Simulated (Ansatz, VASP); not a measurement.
**Hg: VASP beside Ansatz**

```
Hg
1.0
     2.89432    0.00000    0.00000
     0.00000    2.89432    0.00000
     0.00000    0.00000    2.89432
Hg
1
Direct
  0.00000 0.00000 0.00000
```

Alike in both runs: functional LDA; k mesh 11 × 11 × 11; occupations fermi-dirac, width 0.1 eV; no spin polarisation.

Ansatz relaxed the structure, and its values are those at the end. VASP's run is a single point on that final structure, the one shown.

|  | VASP | Ansatz |
| --- | --- | --- |
| version | VASP 6.6.1 | Ansatz 0.2.0 |
| potentials or method | VASP PAW LDA potentials, release 64 (Hg), cutoff 520 eV | plane waves (420 eV) with PAW, scalar-relativistic |
| valence electrons in the cell | 12 | 20 |

|  | VASP | Ansatz | Ansatz less VASP |
| --- | --- | --- | --- |
| pressure (GPa) | 0.8 | 0.0 | -0.78 |

Ansatz warns that its potentials were made for another functional, while VASP's fit it. LDA's correlation is that of Perdew and Zunger in VASP and of Perdew and Wang (1992) in Ansatz. VASP's potentials hold 12 valence electrons a cell and Ansatz's 20, so a difference there can come from the potentials and not from the codes.

Neither program's run includes spin-orbit coupling.
